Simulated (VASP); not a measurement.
# BeS (F-43m) in VASP: settings compared, part 2 of 2

VASP 6.6.1. The steps go on from the part before.

## Step 4: Single point, PBE-based global hybrid with 75 % exact exchange

POSCAR

```
BeS
1.0
    0.0000000000      2.4343066366      2.4343066366
    2.4343066366      0.0000000000      2.4343066366
    2.4343066366      2.4343066366      0.0000000000
Be S
1 1
Direct
    0.0000000000      0.0000000000      0.0000000000
    0.2500000000      0.2500000000      0.2500000000
```

INCAR.step1

```
PREC     = Accurate       # precision mode
ENCUT    = 520            # plane-wave cutoff, eV
EDIFF    = 1E-5           # SCF threshold, eV
ISMEAR   = 0              # smearing method
SIGMA    = 0.01           # smearing width, eV
LREAL    = False          # projectors in reciprocal space
LASPH    = True           # aspherical terms in the spheres
NELM     = 120            # most SCF steps
ALGO     = Normal         # electronic algorithm
ISIF     = 2              # what is computed and relaxed
LWAVE    = True           # write WAVECAR
LCHARG   = False          # write CHGCAR
GGA      = PE             # functional
NBANDS   = 11             # bands
GGA_COMPAT= False
```

INCAR.step2

```
PREC     = Accurate       # precision mode
ENCUT    = 520            # plane-wave cutoff, eV
EDIFF    = 1E-6           # SCF threshold, eV
ISMEAR   = 0              # smearing method
SIGMA    = 0.01           # smearing width, eV
LREAL    = False          # projectors in reciprocal space
LASPH    = True           # aspherical terms in the spheres
NELM     = 120            # most SCF steps
ALGO     = Normal         # electronic algorithm
ISIF     = 2              # what is computed and relaxed
LWAVE    = False          # write WAVECAR
LCHARG   = False          # write CHGCAR
GGA      = PE             # functional
LHFCALC  = True           # exact exchange
AEXX     = 0.75           # exact-exchange fraction
PRECFOCK = Normal       
ISTART   = 1            
NBANDS   = 11             # bands
GGA_COMPAT= False
```

KPOINTS

```
regular mesh
0
Gamma
  4 4 4
```

Potentials or basis: VASP PAW PBE potentials, release 64 (Be, S).

Run with:

```sh
cat potpaw_PBE.64/Be/POTCAR potpaw_PBE.64/S/POTCAR > POTCAR
cp INCAR.step1 INCAR
mpirun -np 1 vasp_std > vasp.out
cp INCAR.step2 INCAR
mpirun -np 1 vasp_std > vasp.out
```

OUTCAR:

```text
PREC = Accurate
   ENCUT = 520
   EDIFF = 1E-6
   ISMEAR = 0
   LREAL = False
   LASPH = True
   NELM = 120
   ISIF = 2
   GGA = PE
   LHFCALC = True
   AEXX = 0.75
   PRECFOCK = Normal
   ISTART = 1

 ion  position               nearest neighbor table
   1  0.000  0.000  0.000-   2 2.11   2 2.11   2 2.11   2 2.11
   2  0.250  0.250  0.250-   1 2.11   1 2.11   1 2.11   1 2.11

  LATTYP: Found a face centered cubic cell.
 ALAT       =     4.8686132732

  Lattice vectors:

 A1 = (   0.0000000000,   2.4343066366,   2.4343066366)
 A2 = (   2.4343066366,   0.0000000000,   2.4343066366)
 A3 = (   2.4343066366,   2.4343066366,   0.0000000000)

Analysis of symmetry for initial positions (statically):
=====================================================================
 Subroutine PRICEL returns:
 Original cell was already a primitive cell.

 Routine SETGRP: Setting up the symmetry group for a
 face centered cubic supercell.

 Subroutine GETGRP returns: Found 24 space group operations
 (whereof 24 operations were pure point group operations)
 out of a pool of 48 trial point group operations.

The static configuration has the point symmetry T_d .

Analysis of symmetry for dynamics (positions and initial velocities):
=====================================================================
 Subroutine PRICEL returns:
 Original cell was already a primitive cell.

 Routine SETGRP: Setting up the symmetry group for a
 face centered cubic supercell.

 Subroutine GETGRP returns: Found 24 space group operations
 (whereof 24 operations were pure point group operations)
 out of a pool of 48 trial point group operations.

The dynamic configuration has the point symmetry T_d .

 Subroutine INISYM returns: Found 24 space group operations
 (whereof 24 operations are pure point group operations),
 and found     1 'primitive' translations

----------------------------------------------------------------------------------------

                                     Primitive cell

  volume of cell :      28.8507

  direct lattice vectors                    reciprocal lattice vectors
     0.000000000  2.434306637  2.434306637    -0.205397296  0.205397296  0.205397296
     2.434306637  0.000000000  2.434306637     0.205397296 -0.205397296  0.205397296
     2.434306637  2.434306637  0.000000000     0.205397296  0.205397296 -0.205397296

  length of vectors
     3.442629460  3.442629460  3.442629460     0.355758552  0.355758552  0.355758552

  position of ions in fractional coordinates (direct lattice)
     0.000000000  0.000000000  0.000000000
     0.250000000  0.250000000  0.250000000

  ion indices of the primitive-cell ions
   primitive index   ion index
                 1           1
                 2           2

----------------------------------------------------------------------------------------

 KPOINTS: regular mesh

Automatic generation of k-mesh.
 Grid dimensions read from file:
 generate k-points for:    4    4    4

 Generating k-lattice:

[... 29 lines left out ...]
   dimension x,y,z NGX =    28 NGY =   28 NGZ =   28
   dimension x,y,z NGXF=    56 NGYF=   56 NGZF=   56
   ions per type =               1   1
   NGX,Y,Z   is equivalent  to a cutoff of  13.52, 13.52, 13.52 a.u.
   NGXF,Y,Z  is equivalent  to a cutoff of  27.04, 27.04, 27.04 a.u.
 SYSTEM =  unknown system
   PREC   = accura    normal or accurate (medium, high low for compatibility)
   ISTART =      1    job   : 0-new  1-cont  2-samecut
   ICHARG =      0    charge: 1-file 2-atom 10-const
   ISPIN  =      1    spin polarized calculation?
   LNONCOLLINEAR =      F non collinear calculations
   LSORBIT =      F    spin-orbit coupling
   LASPH  =      T    aspherical Exc in radial PAW
   ENCUT  =  520.0 eV  38.22 Ry    6.18 a.u.   6.40  6.40  6.40*2*pi/ulx,y,z
   NELM   =    120;   NELMIN=  2; NELMDL=  0     # of ELM steps
   EDIFF  = 0.1E-05   stopping-criterion for ELM
   LREAL  =      F    real-space projection
   EDIFFG = 0.1E-04   stopping-criterion for IOM
   NSW    =      0    number of steps for IOM
   IBRION =     -1    ionic relax: 0-MD 1-quasi-New 2-CG
   NFREE  =      0    steps in history (QN), initial steepest desc. (CG)
   ISIF   =      2    stress and relaxation
   ISYM   =      3    0-nonsym 1-usesym 2-fastsym
   POTIM  = 0.5000    time-step for ionic-motion
   TEBEG  =    0.0;   TEEND  =   0.0 temperature during run
   PSTRESS=    0.0 pullay stress
   NELECT =       8.0000    total number of electrons
   NUPDOWN=      -1.0000    fix difference up-down
   EMIN   =  10.00;   EMAX   =-10.00  energy-range for DOS
   EFERMI =   0.00;   METHOD = LEGACY
   ISMEAR =     0;   SIGMA  =   0.01  broadening in eV -4-tet -1-fermi 0-gaus
   EFERMI_NEDOS =   21; number of points for ismear=-14 and -15
   IALGO  =     38    algorithm
   IMIX   =      1    mixing-type and parameters
     AMIX     =   0.40;   BMIX     =  1.00
     AMIX_MAG =   1.60;   BMIX_MAG =  1.00
  volume/ion in A,a.u.               =      14.43        97.35
  Fermi-wavevector in a.u.,A,eV,Ry     =   1.067545  2.017368 15.505913  1.139652
  Thomas-Fermi vector in A             =   2.203165
   LORBIT       =      0    0 simple, 1 ext, 2 COOP (PROOUT), +10 PAW based schemes
   GGA     = PE    functional components
   LHFCALC =     T    Hartree Fock is set to
   PRECFOCK=normal    Normal, Fast or Accurate (Low or Medium for compatibility)
   ENCUT4O =  -1.0   cutoff for four orbital integrals eV
   NKREDX  =     1    reduce k-point grid by
   NKREDY  =     1    reduce k-point grid by
   NKREDZ  =     1    reduce k-point grid by
   AEXX    =    0.7500 exact exchange contribution
   HFSCREEN=    0.0000 screening length (either q_TF or 0.3 A-1)
   HFSCREENC=   0.0000 screening length for correlation (either q_TF or 0.3 A-1)
   ENCUTFOCK=  -1.0 apply spherical cutoff to Coloumb kernel
   IVDW    =     0    specifies the selected vdW correction
   LEPSILON=     F    determine dielectric tensor
   LRPA    =     F    only Hartree local field effects (RPA)
 non-spin polarized calculation
 Gauss-broadening in eV      SIGMA  =   0.01
  energy-cutoff  :      520.00
  volume of cell :       28.85
 maximum number of plane-waves:       784
 NGX is ok and might be reduce to    28
  NGX = 20; NGY = 20; NGZ = 20

 number of electron       7.9999999 magnetization

 Free energy of the ion-electron system (eV)
  ---------------------------------------------------
  ext. energy  EPLUGINS =         0.00000000
  ---------------------------------------------------
  free energy    TOTEN  =       -16.10268230 eV

  energy without entropy =      -16.10268230  energy(sigma->0) =      -16.10268230

 E-fermi :   0.9212     XC(G=0):  -3.6245

 val. band max:        0.7662327092   @ k =   0.0000   0.0000   0.0000
 cond. band min:       9.1704750221   @ k =   0.5000   0.5000   0.0000
 fundamental gap:      8.4042423129
 Fermi energy:         0.9211700389

 k-point     1 :       0.0000    0.0000    0.0000
  band No.  band energies     occupation
      1     -16.9776      2.00000
      2       0.7662      2.00000
      3       0.7662      2.00000
      4       0.7662      2.00000
      5      12.5415      0.00000
      6      12.5425      0.00000
      7      12.5425      0.00000
      8      12.5425      0.00000
      9      20.4205      0.00000
     10      20.4205      0.00000
     11      22.1675      0.00000
[... 85 lines left out ...]
 k-point     8 :      -0.2500    0.5000    0.2500
  band No.  band energies     occupation
      1     -14.1262      2.00000
      2      -4.7546      2.00000
      3      -4.0005      2.00000
      4      -3.2413      2.00000
      5      12.9069      0.00000
      6      14.9637      0.00000
      7      15.7505      0.00000
      8      16.2939      0.00000
      9      22.6257      0.00000
     10      22.6880      0.00000
     11      25.6132      0.00000

------------------------ aborting loop because EDIFF is reached ----------------------------------------

  FORCE on cell =-STRESS in cart. coord.  units (eV):
  Direction    XX          YY          ZZ          XY          YZ          ZX
  --------------------------------------------------------------------------------------
  -------------------------------------------------------------------------------------
  Total       -0.6811846     -0.6811846     -0.6811846      0.0000000     -0.0000000      0.0000000
  in kB      -37.8285409    -37.8285409    -37.8285409      0.0000000     -0.0000000      0.0000000
  external PRESSURE =     -37.8285409 kB  Pullay stress =       0.0000000 kB

 VOLUME and BASIS-vectors are now :
 -----------------------------------------------------------------------------
  energy-cutoff  :      520.00
  volume of cell :       28.85
      direct lattice vectors                 reciprocal lattice vectors
     0.000000000  2.434306637  2.434306637    -0.205397296  0.205397296  0.205397296
     2.434306637  0.000000000  2.434306637     0.205397296 -0.205397296  0.205397296
     2.434306637  2.434306637  0.000000000     0.205397296  0.205397296 -0.205397296

 POSITION                                       TOTAL-FORCE (eV/Angst)
 -----------------------------------------------------------------------------------
      0.00000      0.00000      0.00000         0.000000      0.000000     -0.000000
      1.21715      1.21715      1.21715        -0.000000     -0.000000      0.000000
 -----------------------------------------------------------------------------------
    total drift:                               -0.000003     -0.000000     -0.000001

  FREE ENERGIE OF THE ION-ELECTRON SYSTEM (eV)
  ---------------------------------------------------
  free  energy   TOTEN  =       -16.1026823034 eV

  energy  without entropy=      -16.1026823034  energy(sigma->0) =      -16.10268230
```

It took 53 s on 1 thread of AMD EPYC 9R45 (Zen 5), shared host; peak memory 0.11 GiB.

Results:

```
Free energy            : -16.1027 eV
Pressure               : -3.8 GPa
Band gap on the k mesh : 8.40 eV (least direct gap 11.68 eV)
```

Caveat: the k points lie up to 0.56 Å⁻¹ apart; the PAW data sets were made with another functional, which shifts forces and pressure a little. A k mesh can miss the band edges.

## Step 5: Summary

```tsv
level	share of exact exchange	screening parameter	gap on the mesh (eV)	pressure (GPa)
PBE-based screened hybrid with 35 % exact exchange	0.35	0.2078 1/Å	4.48	-1.2
PBE-based global hybrid with 20 % exact exchange	0.2	-	4.50	-0.4
PBE-based global hybrid with 75 % exact exchange	0.75	-	8.40	-3.8
```

Alike in all rows: task single point; potentials or basis VASP PAW PBE potentials, release 64 (Be, S); no spin polarisation; cell as given; k mesh 4 × 4 × 4; cutoff (eV) 520; smearing gaussian 0.01 eV.

Caveats: all runs use coarse meshes; the PAW data sets were made with another functional, which shifts forces and pressure a little.

Total energies depend on the potentials used, so only differences within one code and one set of settings carry meaning.
